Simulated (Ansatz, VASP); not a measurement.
**AlN in VASP and in Ansatz**

File INCAR:

```
SYSTEM = AlN
PREC = Accurate ; ENCUT = 600
EDIFF = 1E-6 ; ISMEAR = 0
SIGMA = 0.01 ; LREAL = .False.
LASPH = .True. ; NELM = 120
ALGO = Normal ; ISIF = 2
LWAVE = .False. ; LCHARG = .False.
GGA = CA ; NBANDS = 11
GGA_COMPAT = .False.
```

The input KPOINTS:

```
regular mesh
0
Gamma
  8 8 8
  0 0 0
```

File POSCAR:

```
AlN
1.0
    0.0000000000      1.9949108661      1.9949108661
    1.9949108661      0.0000000000      1.9949108661
    1.9949108661      1.9949108661      0.0000000000
Al N
1 1
Direct
    0.0000000000      0.0000000000      0.0000000000
    0.5000000000      0.5000000000      0.5000000000
```

Input for Ansatz:

```yaml
crystal:
  lattice:
    - [0.0, 1.994910866121929, 1.994910866121929]
    - [1.994910866121929, 0.0, 1.994910866121929]
    - [1.994910866121929, 1.994910866121929, 0.0]
  atoms:
    - { symbol: Al, position: [0.0, 0.0, 0.0] }
    - { symbol: "N", position: [0.5, 0.5, 0.5] }
basis:
  ecutwfc: 500.0
kpoints:
  mp_grid:
    grid: [8, 8, 8]
hamiltonian:
  xc: lda
scf:
  convergence:
    dr2_threshold: 1.0e-10
  occupations:
    method: fixed
output:
  stress: true
```

Alike in both runs: task single point; functional LDA; k mesh 8 × 8 × 8; no spin polarisation.

|  | VASP | Ansatz |
| --- | --- | --- |
| version | VASP 6.6.1 | Ansatz 0.2.0 |
| potentials or method | VASP PAW LDA potentials, release 64 (Al, N), cutoff 600 eV | plane waves, PAW |
| occupations | gaussian, width 0.01 eV | fixed |
| valence electrons in the cell | 8 | 8 |

|  | VASP | Ansatz | Ansatz less VASP |
| --- | --- | --- | --- |
| pressure (GPa) | 5.1 | 4.5 | -0.56 |

LDA's correlation is that of Perdew and Zunger in VASP and of Perdew and Wang (1992) in Ansatz.
